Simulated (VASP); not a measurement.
Here is a VASP 6.6.1 calculation.

The input INCAR:

```
SYSTEM = CdS
PREC = Accurate ; ENCUT = 500
EDIFF = 1E-6 ; ISMEAR = 0
SIGMA = 0.01 ; LREAL = .False.
LASPH = .True. ; NELM = 120
ALGO = Normal ; ISIF = 2
LWAVE = .False. ; LCHARG = .True.
LELF = .True. ; LVHAR = .True.
NBANDS = 26 ; GGA_COMPAT = .False.
```

File KPOINTS:

```
Automatic mesh
0
Gamma
  4 4 2
  0 0 0
```

POSCAR

```
CdS
1.0
    4.1500000000      0.0000000000      0.0000000000
   -2.0750000000      3.5940050000      0.0000000000
    0.0000000000      0.0000000000      6.7370000000
Cd S
2 2
Direct
    0.3333333333      0.6666666667      0.0000000000
    0.6666666667      0.3333333333      0.5000000000
    0.3333333333      0.6666666667      0.3750000000
    0.6666666667      0.3333333333      0.8750000000
```

Potentials or basis: VASP PAW LDA potentials, release 64 (Cd, S).

Run with:

```console
$ cat potpaw_LDA.64/Cd/POTCAR potpaw_LDA.64/S/POTCAR > POTCAR
$ mpirun -np 1 vasp_std > vasp.out
```

(1) Estimate the pressure.

(2) Predict the band gap on the k mesh.

(3) What does it give for the largest force?

Answers

(1) -2.6 GPa.

(2) 0.93 eV, direct.

(3) 0.048 eV/Å.

Caveat: the k points lie up to 0.47 Å⁻¹ apart.
